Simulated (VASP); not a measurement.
Here is a VASP 6.6.1 calculation.

Contents of INCAR:

```
ALGO = Normal
EDIFF = 1E-6
ENCUT = 520
GGA = RP
ISIF = 2
ISMEAR = -1
IVDW = 12
LASPH = T
LCHARG = F
LREAL = F
LWAVE = F
NBANDS = 21
NELM = 100
PREC = Accurate
SIGMA = 0.05
```

The input KPOINTS:

```
k-points
0
Gamma
  8 8 8
```

File POSCAR:

```
Ge
1.0
    0.0000000000      2.7906767997      2.7906767997
    2.7906767997      0.0000000000      2.7906767997
    2.7906767997      2.7906767997      0.0000000000
Ge
2
Direct
    0.7500000000      0.7500000000      0.7500000000
    0.5000000000      0.5000000000      0.5000000000
```

Potentials or basis: VASP PAW PBE potentials, release 64 (Ge_d).

Command:

```sh
$ cat potpaw_PBE.64/Ge_d/POTCAR > POTCAR
$ mpirun -np 1 vasp_std > vasp.out
```

Problem. Predict the pressure.

Solution. -2.0 GPa.

Problem. Predict the band gap on the k mesh.

Solution. 0.40 eV, indirect (least direct gap 0.53 eV).

Caveat: the PAW data sets were made with another functional, which shifts forces and pressure a little.

**Measured values to compare with.**

From “Electronic and optical properties of SixGe1-x-ySny alloys lattice-matched to Ge”, 2021, arxiv:2109.02782, for a bulk crystal of Ge at 293 K: band gap 0.666 eV (indirect).

Measured gap of Ge: 0.666 eV (indirect; 293 K; “Electronic and optical properties of SixGe1-x-ySny alloys lattice-matched to Ge”, 2021, arxiv:2109.02782). This calculation gives 0.40 eV (-0.27 eV). 2 values of this kind are on record (0.666 to 0.744 eV); this one was drawn at random. Spin-orbit coupling on Ge is left out. The value is that of RPBE+D3(BJ) on a finite k mesh, which can miss the band edges, without temperature or zero-point motion. Semilocal functionals fall short of measured gaps as a rule.
